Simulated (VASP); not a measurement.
# Pt (P2_1/m) in VASP: further runs

Runs on Pt. Level: LDA. Tasks: single point.

Program: VASP 6.6.1. These are calculated values, not measurements. Logs are shortened: lines on timing, memory, paths and dates and some standing lists are left out, and cuts for length are marked.

## Step 1: The cell of the first run

The structure is monoclinic, space group P2_1/m (No. 11). The conventional cell has a = 2.708 Å, b = 4.677 Å, c = 2.708 Å, α = 90.00°, β = 120.00°, γ = 90.00°. Within 3.7 Å of Pt (site symmetry m) lie 14 Pt at 2.68 to 3.60 Å.

## Step 2: Single point, LDA (atoms displaced along several vibrational modes)

Input file INCAR:

```
ALGO = Fast
EDIFF = 1E-7
ENCUT = 520
GGA = CA
ISIF = 2
ISMEAR = 0
LASPH = True
LCHARG = True
LELF = True
LREAL = False
LVHAR = True
LWAVE = False
NBANDS = 17
NELM = 100
PREC = Accurate
SIGMA = 0.15
```

Input file KPOINTS:

```
k-points
0
Gamma
  18 18 10
```

Input file POSCAR:

```
Pt
1.0
    2.7081940711      0.0000000000      0.0000000000
   -1.3540970355      2.3453648639      0.0000000000
    0.0000000000      0.0000000000      4.6773974959
Pt
2
Direct
    0.5833782898      0.2723620098      0.7500000000
    0.4166217102      0.7276379902      0.2500000000
```

Potentials or basis: VASP PAW LDA potentials, release 64 (Pt).

Command:

```console
$ cat potpaw_LDA.64/Pt/POTCAR > POTCAR
$ mpirun -np 1 vasp_std > vasp.out
```

OUTCAR:

```text
EDIFF = 1E-7
   ENCUT = 520
   GGA = CA
   ISIF = 2
   ISMEAR = 0
   LASPH = True
   LREAL = False
   NELM = 100
   PREC = Accurate

 ion  position               nearest neighbor table
   1  0.583  0.272  0.750-   2 2.68   2 2.68   2 2.78   2 2.78   2 3.05   2 3.05
   2  0.417  0.728  0.250-   1 2.68   1 2.68   1 2.78   1 2.78   1 3.05   1 3.05

  LATTYP: Found a hexagonal cell.
 ALAT       =     2.7081940711
 C/A-ratio  =     1.7271278842

  Lattice vectors:

 A1 = (   2.7081940711,   0.0000000000,   0.0000000000)
 A2 = (  -1.3540970355,   2.3453648639,   0.0000000000)
 A3 = (   0.0000000000,   0.0000000000,   4.6773974959)

Analysis of symmetry for initial positions (statically):
=====================================================================
 Subroutine PRICEL returns:
 Original cell was already a primitive cell.

 Routine SETGRP: Setting up the symmetry group for a
 hexagonal supercell.

 Subroutine GETGRP returns: Found  4 space group operations
 (whereof  2 operations were pure point group operations)
 out of a pool of 24 trial point group operations.

The static configuration has the point symmetry S_2 .
 The point group associated with its full space group is C_2h.

Analysis of symmetry for dynamics (positions and initial velocities):
=====================================================================
 Subroutine PRICEL returns:
 Original cell was already a primitive cell.

 Routine SETGRP: Setting up the symmetry group for a
 hexagonal supercell.

 Subroutine GETGRP returns: Found  4 space group operations
 (whereof  2 operations were pure point group operations)
 out of a pool of 24 trial point group operations.

The dynamic configuration has the point symmetry S_2 .
 The point group associated with its full space group is C_2h.

 Subroutine INISYM returns: Found  4 space group operations
 (whereof  2 operations are pure point group operations),
 and found     1 'primitive' translations

----------------------------------------------------------------------------------------

                                     Primitive cell

  volume of cell :      29.7094

  direct lattice vectors                    reciprocal lattice vectors
     2.708194071  0.000000000  0.000000000     0.369249756  0.213186446  0.000000000
    -1.354097035  2.345364864  0.000000000     0.000000000  0.426372892  0.000000000
     0.000000000  0.000000000  4.677397496     0.000000000  0.000000000  0.213794103

  length of vectors
     2.708194071  2.708194071  4.677397496     0.426372892  0.426372892  0.213794103

  position of ions in fractional coordinates (direct lattice)
     0.583378290  0.272362010  0.750000000
     0.416621710  0.727637990  0.250000000

  ion indices of the primitive-cell ions
   primitive index   ion index
                 1           1
                 2           2

----------------------------------------------------------------------------------------

 KPOINTS: k-points

Automatic generation of k-mesh.
 Grid dimensions read from file:
 generate k-points for:   18   18   10

 Generating k-lattice:

  Cartesian coordinates                     Fractional coordinates (reciprocal lattice)
     0.020513875  0.011843691  0.000000000     0.055555556 -0.000000000  0.000000000
     0.000000000  0.023687383  0.000000000     0.000000000  0.055555556  0.000000000
     0.000000000  0.000000000  0.021379410     0.000000000  0.000000000  0.100000000

  Length of vectors
     0.023687383  0.023687383  0.021379410

  Shift w.r.t. Gamma in fractional coordinates (k-lattice)
     0.000000000  0.000000000  0.000000000

 Subroutine IBZKPT returns following result:
 ===========================================

 Found    984 irreducible k-points:

 Following reciprocal coordinates:
            Coordinates               Weight
  0.000000  0.000000  0.000000      1.000000
  0.055556  0.000000  0.000000      2.000000
  0.000000  0.055556  0.000000      2.000000
 -0.055556  0.055556  0.000000      2.000000
  0.111111  0.000000  0.000000      2.000000
  0.000000  0.111111  0.000000      2.000000
[... 16 lines left out ...]
  0.444444  0.000000  0.000000      2.000000
  0.000000  0.444444  0.000000      2.000000
 [... further k-points ...]
   k-points           NKPTS =    984   k-points in BZ     NKDIM =    984   number of bands    NBANDS=     17
   number of dos      NEDOS =    301   number of ions     NIONS =      2
   total plane-waves  NPLWV =  14400
   dimension x,y,z NGX =    20 NGY =   20 NGZ =   36
   dimension x,y,z NGXF=    40 NGYF=   40 NGZF=   72
   ions per type =               2
   NGX,Y,Z   is equivalent  to a cutoff of  12.28, 12.28, 12.80 a.u.
   NGXF,Y,Z  is equivalent  to a cutoff of  24.55, 24.55, 25.59 a.u.
 SYSTEM =  unknown system
   PREC   = accura    normal or accurate (medium, high low for compatibility)
   ISTART =      0    job   : 0-new  1-cont  2-samecut
   ICHARG =      2    charge: 1-file 2-atom 10-const
   ISPIN  =      1    spin polarized calculation?
   LNONCOLLINEAR =      F non collinear calculations
   LSORBIT =      F    spin-orbit coupling
   LASPH  =      T    aspherical Exc in radial PAW
   ENCUT  =  520.0 eV  38.22 Ry    6.18 a.u.   5.04  5.04  8.70*2*pi/ulx,y,z
   NELM   =    100;   NELMIN=  2; NELMDL= -5     # of ELM steps
   EDIFF  = 0.1E-06   stopping-criterion for ELM
   LREAL  =      F    real-space projection
   EDIFFG = 0.1E-05   stopping-criterion for IOM
   NSW    =      0    number of steps for IOM
   IBRION =     -1    ionic relax: 0-MD 1-quasi-New 2-CG
   NFREE  =      0    steps in history (QN), initial steepest desc. (CG)
   ISIF   =      2    stress and relaxation
   ISYM   =      2    0-nonsym 1-usesym 2-fastsym
   POTIM  = 0.5000    time-step for ionic-motion
   TEBEG  =    0.0;   TEEND  =   0.0 temperature during run
   PSTRESS=    0.0 pullay stress
   NELECT =      20.0000    total number of electrons
   NUPDOWN=      -1.0000    fix difference up-down
   EMIN   =  10.00;   EMAX   =-10.00  energy-range for DOS
   EFERMI =   0.00;   METHOD = LEGACY
   ISMEAR =     0;   SIGMA  =   0.15  broadening in eV -4-tet -1-fermi 0-gaus
   EFERMI_NEDOS =   21; number of points for ismear=-14 and -15
   IALGO  =     68    algorithm
   IMIX   =      4    mixing-type and parameters
     AMIX     =   0.40;   BMIX     =  1.00
     AMIX_MAG =   1.60;   BMIX_MAG =  1.00
  volume/ion in A,a.u.               =      14.85       100.24
  Fermi-wavevector in a.u.,A,eV,Ry     =   1.434784  2.711350 28.009042  2.058607
  Thomas-Fermi vector in A             =   2.554155
   LORBIT       =      0    0 simple, 1 ext, 2 COOP (PROOUT), +10 PAW based schemes
   GGA     = CA    functional components
   LHFCALC =     F    Hartree Fock is set to
   AEXX    =    0.0000 exact exchange contribution
   IVDW    =     0    specifies the selected vdW correction
   LEPSILON=     F    determine dielectric tensor
   LRPA    =     F    only Hartree local field effects (RPA)
 non-spin polarized calculation
 RMM-DIIS sequential band-by-band and
 Gauss-broadening in eV      SIGMA  =   0.15
  energy-cutoff  :      520.00
  volume of cell :       29.71
 maximum number of plane-waves:       825
   NGX = 11   NGY = 11   NGZ = 17

 number of electron      20.0000000 magnetization

 Free energy of the ion-electron system (eV)
  ---------------------------------------------------
  ext. energy  EPLUGINS =         0.00000000
  ---------------------------------------------------
  free energy    TOTEN  =       -14.92670416 eV

  energy without entropy =      -14.89715144  energy(sigma->0) =      -14.91192780

 E-fermi :  11.4153     XC(G=0): -13.7663

 val. band max:       11.4142098709   @ k =  -0.2222  -0.4444   0.3000
 cond. band min:      11.4153843839   @ k =   0.2222   0.2222   0.0000
 fundamental gap:      0.0011745130
 Fermi energy:        11.4153346328

 k-point     1 :       0.0000    0.0000    0.0000
  band No.  band energies     occupation
      1       1.0230      2.00000
      2       3.7344      2.00000
      3       6.5768      2.00000
      4       7.4896      2.00000
      5       7.8721      2.00000
      6       8.0389      2.00000
[... 9 lines left out ...]
     16      27.7926      0.00000
     17      31.7355      0.00000

 k-point     2 :       0.0556    0.0000    0.0000
  band No.  band energies     occupation
      1       1.1388      2.00000
      2       3.8338      2.00000
      3       6.6040      2.00000
      4       7.5828      2.00000
      5       7.8241      2.00000
      6       8.0016      2.00000
[... 9 lines left out ...]
     16      27.8489      0.00000
     17      31.3905      0.00000

 k-point     3 :       0.0000    0.0556    0.0000
  band No.  band energies     occupation
      1       1.1431      2.00000
      2       3.8517      2.00000
      3       6.6005      2.00000
      4       7.4493      2.00000
      5       7.9332      2.00000
      6       8.1273      2.00000
[... 9 lines left out ...]
     16      27.9881      0.00000
     17      31.2968      0.00000

 k-point     4 :      -0.0556    0.0556    0.0000
  band No.  band energies     occupation
      1       1.1425      2.00000
      2       3.8496      2.00000
      3       6.6098      2.00000
      4       7.4619      2.00000
      5       7.9240      2.00000
      6       8.0426      2.00000
[... 9 lines left out ...]
     16      27.9790      0.00000
     17      31.1769      0.00000
[... 343 lines left out ...]
      1       4.4208      2.00000
      2       4.8575      2.00000
      3       5.6172      2.00000
      4       7.0772      2.00000
      5       7.3634      2.00000
      6       7.9743      2.00000
[... 9 lines left out ...]
     16      25.6683      0.00000
     17      25.7926      0.00000

 k-point    23 :       0.4444    0.0000    0.0000
  band No.  band energies     occupation
      1       3.9270      2.00000
      2       4.3322      2.00000
      3       4.7370      2.00000
      4       7.6452      2.00000
      5       7.9517      2.00000
      6       9.1352      2.00000
[... 9 lines left out ...]
     16      23.9402      0.00000
     17      26.2149      0.00000

 k-point    24 :       0.0000    0.4444    0.0000
  band No.  band energies     occupation
      1       4.5087      2.00000
      2       4.8897      2.00000
      3       5.7732      2.00000
      4       6.7171      2.00000
      5       7.3569      2.00000
      6       8.1370      2.00000
[... 9 lines left out ...]
     16      24.2744      0.00000
     17      24.4758      0.00000

 [... further k-points ...]

------------------------ aborting loop because EDIFF is reached ----------------------------------------

  FORCE on cell =-STRESS in cart. coord.  units (eV):
  Direction    XX          YY          ZZ          XY          YZ          ZX
  --------------------------------------------------------------------------------------
  -------------------------------------------------------------------------------------
  Total        0.0865405      0.2936911      0.6099236      0.1311167      0.0000000      0.0000000
  in kB        4.6669728     15.8382411     32.8920941      7.0708901      0.0000000      0.0000000
  external PRESSURE =      17.7991027 kB  Pullay stress =       0.0000000 kB

 VOLUME and BASIS-vectors are now :
 -----------------------------------------------------------------------------
  energy-cutoff  :      520.00
  volume of cell :       29.71
      direct lattice vectors                 reciprocal lattice vectors
     2.708194071  0.000000000  0.000000000     0.369249756  0.213186446  0.000000000
    -1.354097035  2.345364864  0.000000000     0.000000000  0.426372892  0.000000000
     0.000000000  0.000000000  4.677397496     0.000000000  0.000000000  0.213794103

 POSITION                                       TOTAL-FORCE (eV/Angst)
 -----------------------------------------------------------------------------------
      1.21110      0.63879      3.50805        -0.281210      0.151418      0.000000
      0.14300      1.70658      1.16935         0.281210     -0.151418      0.000000
 -----------------------------------------------------------------------------------
    total drift:                               -0.000000      0.000000     -0.000000

  FREE ENERGIE OF THE ION-ELECTRON SYSTEM (eV)
  ---------------------------------------------------
  free  energy   TOTEN  =       -14.9267041630 eV

  energy  without entropy=      -14.8971514438  energy(sigma->0) =      -14.91192780
```

It took 4.9 min on 1 thread of AMD EPYC 9R45 (Zen 5), shared host; peak memory 0.45 GiB.

What came out:

```
Free energy            : -14.9267 eV
Pressure               : 1.8 GPa
Largest force          : 0.319 eV/Å
Band gap on the k mesh : zero (bands 10 and 11 overlap by 1.62 eV)
```

Forces on the atoms (eV/Å):
```
Pt  -0.281  0.151  0.000
Pt   0.281 -0.151  0.000
```

Stress tensor (GPa, compression positive):
```
0.47 0.71 0.00
0.71 1.58 0.00
0.00 0.00 3.29
```

Caveat: the cell differs from its parent crystal (atoms displaced along several vibrational modes); spin-orbit coupling is left out, which moves the levels of the heavy elements.

## Step 3: Single point, LDA (atoms displaced along several vibrational modes)

Input file INCAR:

```
SYSTEM = Pt
ALGO     = Fast           ! electronic algorithm
EDIFF    = 1E-7           ! SCF threshold, eV
ENCUT    = 520            ! plane-wave cutoff, eV
ISIF     = 2              ! what is computed and relaxed
ISMEAR   = 0              ! smearing method
LASPH    = .TRUE.         ! aspherical terms in the spheres
LCHARG   = .FALSE.        ! write CHGCAR
LREAL    = .FALSE.        ! projectors in reciprocal space
LWAVE    = .FALSE.        ! write WAVECAR
NBANDS   = 17             ! bands
NELM     = 80             ! most SCF steps
PREC     = Accurate       ! precision mode
SIGMA    = 0.15           ! smearing width, eV
```

Input file KPOINTS:

```
k-points
0
G
  18 18 10
  0 0 0
```

Input file POSCAR:

```
Pt
1.0
    2.7081940711      0.0000000000      0.0000000000
   -1.3540970355      2.3453648639      0.0000000000
    0.0000000000      0.0000000000      4.6773974959
Pt
2
Direct
    0.6240329450      0.3536713203      0.7500000000
    0.3759670550      0.6463286797      0.2500000000
```

Potentials or basis: VASP PAW LDA potentials, release 64 (Pt).

Command:

```console
$ cat potpaw_LDA.64/Pt/POTCAR > POTCAR
$ mpirun -np 1 vasp_std > vasp.out
```

It took 4.2 min on 1 thread of AMD EPYC 9R45 (Zen 5), shared host; peak memory 0.45 GiB.

The run converged. Its results:

- Free energy: -14.8758 eV
- Pressure: 2.3 GPa
- Largest force: 0.285 eV/Å
- Band gap on the k mesh: zero (bands 10 and 11 overlap by 1.59 eV)

Forces on the atoms (eV/Å):
```
Pt   0.190 -0.213  0.000
Pt  -0.190  0.213  0.000
```

Stress tensor (GPa, compression positive):
```
 1.97 -1.50  0.00
-1.50 -0.10  0.00
 0.00  0.00  4.93
```

Levels at points of the mesh, in eV from the Fermi level:
| k point | band 7 | band 8 | band 9 | band 10 | band 11 | band 12 | band 13 | band 14 |
| --- | --- | --- | --- | --- | --- | --- | --- | --- |
| (0.00, 0.00, 0.00) | -3.14 | -2.48 | -1.30 | -0.95 | -0.94 | 0.14 | 5.26 | 14.96 |
| (0.50, 0.00, 0.00) | -2.29 | -0.20 | 0.42 | 0.43 | 1.89 | 4.34 | 6.92 | 7.84 |
| (0.00, 0.50, 0.00) | -2.61 | -0.41 | 0.38 | 0.47 | 2.15 | 4.13 | 7.22 | 8.52 |
| (0.50, 0.50, 0.00) | -3.07 | -0.04 | 0.22 | 0.65 | 3.07 | 3.27 | 8.68 | 8.88 |
| (0.00, 0.00, 0.50) | -3.64 | -3.64 | -1.06 | -1.06 | -0.74 | -0.74 | 12.37 | 12.37 |
| (0.50, 0.00, 0.50) | -1.29 | -1.29 | 0.45 | 0.45 | 2.30 | 2.30 | 6.40 | 6.40 |
| (0.00, 0.50, 0.50) | -0.97 | -0.97 | 0.45 | 0.45 | 2.00 | 2.00 | 6.67 | 6.67 |
| (0.50, 0.50, 0.50) | 0.06 | 0.06 | 0.43 | 0.43 | 0.79 | 0.79 | 7.39 | 7.39 |

Caveat: the cell differs from its parent crystal (atoms displaced along several vibrational modes); the stress differs along the axes, from -0 to 5 GPa; spin-orbit coupling is left out, which moves the levels of the heavy elements.

## Step 4: Single point, LDA (atoms displaced along several vibrational modes)

Input file INCAR:

```
ALGO     = Fast           # electronic algorithm
EDIFF    = 1E-7           # SCF threshold, eV
ENCUT    = 520            # plane-wave cutoff, eV
ISIF     = 2              # what is computed and relaxed
ISMEAR   = 0              # smearing method
LASPH    = T              # aspherical terms in the spheres
LCHARG   = F              # write CHGCAR
LREAL    = F              # projectors in reciprocal space
LWAVE    = F              # write WAVECAR
NBANDS   = 17             # bands
NELM     = 80             # most SCF steps
PREC     = Accurate       # precision mode
SIGMA    = 0.15           # smearing width, eV
```

Input file KPOINTS:

```
k-points
0
Gamma
  18 18 10
```

Input file POSCAR:

```
Pt
1.0
    2.7081940711      0.0000000000      0.0000000000
   -1.3540970355      2.3453648639      0.0000000000
    0.0000000000      0.0000000000      4.6773974959
Pt
2
Direct
    0.6036949581      0.3129953464      0.7500000000
    0.3963050419      0.6870046536      0.2500000000
```

Command:

```console
$ cat potpaw_LDA.64/Pt/POTCAR > POTCAR
$ mpirun -np 1 vasp_std > vasp.out
```

Run time: 4.2 min. Hardware: 1 thread of AMD EPYC 9R45 (Zen 5), shared host; peak memory 0.45 GiB.

Results (log left out):

```yaml
Free_energy: -14.9197 eV
Pressure: 1.4 GPa
Largest_force: 0.204 eV/Å
Band_gap_on_the_k_mesh: zero (bands 10 and 11 overlap by 1.55 eV)
```

Forces on the atoms (eV/Å):
```
Pt  -0.072 -0.191  0.000
Pt   0.072  0.191  0.000
```

Stress tensor (GPa, compression positive):
```
 1.61 -0.19  0.00
-0.19  0.54  0.00
 0.00  0.00  1.90
```

Levels at points of the mesh, in eV from the Fermi level:
```
           k point  band 6  band 7  band 8  band 9  band 10  band 11  band 12  band 13  band 14  band 15
(0.00, 0.00, 0.00)   -3.39   -3.20   -2.64   -1.24    -0.96    -0.96     0.28     5.23    14.89    15.69
(0.50, 0.00, 0.00)   -2.64   -2.02    0.12    0.37     0.48     1.63     4.54     6.66     7.24    11.28
(0.00, 0.50, 0.00)   -3.21   -3.12   -0.46    0.30     0.54     2.59     3.72     7.83     9.69     9.81
(0.50, 0.50, 0.00)   -3.31   -3.20   -0.31    0.25     0.59     2.84     3.49     8.24     9.25    10.54
(0.00, 0.00, 0.50)   -3.79   -3.68   -3.68   -1.15    -1.15    -0.79    -0.79    12.39    12.39    15.66
(0.50, 0.00, 0.50)   -2.24   -1.90   -1.90    0.45     0.45     2.56     2.56     6.16     6.16    15.73
(0.00, 0.50, 0.50)   -1.94   -0.52   -0.52    0.43     0.43     1.41     1.41     7.11     7.11    13.68
(0.50, 0.50, 0.50)   -1.91   -0.23   -0.23    0.43     0.43     1.08     1.08     7.28     7.28    13.52
```

Caveat: the cell differs from its parent crystal (atoms displaced along several vibrational modes); spin-orbit coupling is left out, which moves the levels of the heavy elements.

## Step 5: Overview

| cell | gap on the mesh (eV) | pressure (GPa) | largest force (eV/Å) |
| --- | --- | --- | --- |
| as given, atomic positions A | none | 1.8 | 0.32 |
| as given, atomic positions B | none | 2.3 | 0.29 |
| as given, atomic positions C | none | 1.4 | 0.20 |

Alike in all rows: task single point; level LDA; potentials or basis VASP PAW LDA potentials, release 64 (Pt); no spin polarisation; k mesh 18 × 18 × 10; cutoff (eV) 520; smearing gaussian 0.15 eV.

Caveats: spin-orbit coupling is left out, which moves the levels of the heavy elements; the stress differs along the axes, from -0 to 5 GPa (at least some runs).

Total energies depend on the potentials used, so only differences within one code and one set of settings carry meaning.
